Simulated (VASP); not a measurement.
Wanted: the native input for a VASP 6.6.1 run.

| Property | Result |
| --- | --- |
| Task | single point |
| Functional | PBEsol |
| Potentials or basis | VASP PAW PBE potentials, release 64 (Ru_pv) |
| Cutoff | 500 eV |
| k mesh | 6 × 6 × 6 |
| Occupations | gaussian, width 0.1 eV |
| Spin | no spin polarisation |
| Dipole correction | no |
| Further INCAR settings | ALGO = Normal; EDIFF = 1e-06; NBANDS = 21 |

The structure of Ru lies in POSCAR:

```
Ru
1.0
    1.6398700866      0.9467794359      3.0409424665
   -1.6398700866      0.9467794359      3.0409424665
    0.0000000000     -1.8935588719      3.0409424665
Ru
2
Direct
    0.2275400000      0.2275400000      0.2275400000
    0.7724600000      0.7724600000      0.7724600000
```

These files were run (other wordings do the same):

INCAR

```
SYSTEM = Ru
PREC = Accurate ; ENCUT = 500
EDIFF = 1E-6 ; ISMEAR = 0
SIGMA = 0.1 ; LREAL = .FALSE.
LASPH = .TRUE. ; NELM = 120
ALGO = Normal ; ISIF = 2
LWAVE = .FALSE. ; LCHARG = .FALSE.
GGA = PS ; NBANDS = 21
GGA_COMPAT = .FALSE.
```

KPOINTS

```
Automatic mesh
0
G
  6 6 6
  0 0 0
```

Potentials or basis: VASP PAW PBE potentials, release 64 (Ru_pv).

Run with:

```sh
$ cat potpaw_PBE.64/Ru_pv/POTCAR > POTCAR
$ mpirun -np 1 vasp_std > vasp.out
```

It gave:

```
Pressure               : 49.8 GPa
Largest force          : 3.774 eV/Å
Band gap on the k mesh : zero (band 14 reaches 14.28 eV, above the bottom of band 15 at 12.09 eV)
```

Caveat: the k points lie up to 0.39 Å⁻¹ apart; the PAW data sets were made with another functional, which shifts forces and pressure a little.

It took 11 s on 1 thread of Intel(R) Xeon(R) 6975P-C (Granite Rapids), on a shared host, peak memory 0.15 GiB.
